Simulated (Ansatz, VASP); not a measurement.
# Two plane-wave programs on Ag

The input INCAR:

```
PREC = Accurate ; ENCUT = 520
EDIFF = 1E-6 ; ISMEAR = -1
SIGMA = 0.1 ; LREAL = F
LASPH = T ; NELM = 60
ALGO = Normal ; ISIF = 2
LWAVE = F ; LCHARG = F
GGA = PE ; NBANDS = 12
```

KPOINTS

```
Automatic mesh
0
Gamma
  15 15 15
```

File POSCAR:

```
Ag
1.0
    0.0000000000      2.0223225000      2.0427500000
    2.0223225000      0.0000000000      2.0427500000
    2.0223225000      2.0223225000      0.0000000000
Ag
1
Direct
    0.0000000000      0.0000000000      0.0000000000
```

Input for Ansatz:

```yaml
crystal:
  lattice:
    - [0.0, 2.0223225, 2.04275]
    - [2.0223225, 0.0, 2.04275]
    - [2.0223225, 2.0223225, 0.0]
  atoms:
    - { symbol: Ag, position: [0.0, 0.0, 0.0] }
accuracy: medium
basis:
  ecutwfc: 470.0
  xc_grid: 2
kpoints:
  mp_grid:
    grid: [15, 15, 15]
hamiltonian:
  xc: pbe
scf:
  convergence:
    dr2_threshold: 1.0e-08
  mixing:
    algorithm: broyden
    beta: 0.2
    ndim: 6
  occupations:
    method: fermi_dirac
  eigensolver:
    kind: davidson
output:
  stress: true
```

Alike in both runs: task single point; functional PBE; k mesh 15 × 15 × 15; no spin polarisation.

|  | VASP | Ansatz |
| --- | --- | --- |
| version | VASP 6.6.1 | Ansatz 0.2.0 |
| potentials or method | VASP PAW PBE potentials, release 64 (Ag), cutoff 520 eV | plane waves, PAW |
| occupations | fermi-dirac, width 0.1 eV | fermi-dirac |
| valence electrons in the cell | 11 | 19 |

|  | VASP | Ansatz | Ansatz less VASP |
| --- | --- | --- | --- |
| pressure (GPa) | 7.0 | 7.2 | +0.19 |
| traceless stress, the component that is largest in VASP (GPa) | -0.20 | -0.21 | -0.006 |

VASP's potentials hold 11 valence electrons a cell and Ansatz's 19, so a difference there can come from the potentials and not from the codes. Ansatz's warnings: stress scf threshold loose.
